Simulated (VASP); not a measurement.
Set up this calculation in VASP 6.6.1, as the native input.

```
Task                   : single point
Functional             : RPBE
Potentials or basis    : VASP PAW PBE potentials, release 64 (Sn_d, Te)
Cutoff                 : 520 eV
k mesh                 : 6 × 6 × 6
Occupations            : gaussian, width 0.05 eV
Spin                   : no spin polarisation
Dipole correction      : no
Further INCAR settings : ALGO = Normal; EDIFF = 1e-06; NBANDS = 17
```

The structure of SnTe lies in POSCAR:

```
SnTe
1.0
    0.0000000000      3.1565012282      3.1565012282
    3.1565012282      0.0000000000      3.1565012282
    3.1565012282      3.1565012282      0.0000000000
Sn Te
1 1
Direct
    0.5000000000      0.5000000000      0.5000000000
    0.0000000000      0.0000000000      0.0000000000
```

One way to write it, as run:

INCAR

```
SYSTEM = SnTe
PREC = Accurate
ENCUT = 520
EDIFF = 1E-6
ISMEAR = 0
SIGMA = 0.05
LREAL = .False.
LASPH = .True.
NELM = 100
ALGO = Normal
ISIF = 2
LWAVE = .False.
LCHARG = .True.
GGA = RP
LELF = .True.
LVHAR = .True.
NBANDS = 17
```

KPOINTS

```
Automatic mesh
0
Gamma
  6 6 6
  0 0 0
```

Potentials or basis: VASP PAW PBE potentials, release 64 (Sn_d, Te).

Run with:

```console
$ cat potpaw_PBE.64/Sn_d/POTCAR potpaw_PBE.64/Te/POTCAR > POTCAR
$ mpirun -np 1 vasp_std > vasp.out
```

It gave:

The pressure is 3.4 GPa and the band gap on the k mesh is 0.06 eV, direct.

Caveat: the PAW data sets were made with another functional, which shifts forces and pressure a little; spin-orbit coupling is left out, which moves the levels of the heavy elements.

It took 19 s on 1 thread of AMD EPYC 9R45 (Zen 5), with other jobs on the host, peak memory 0.16 GiB.
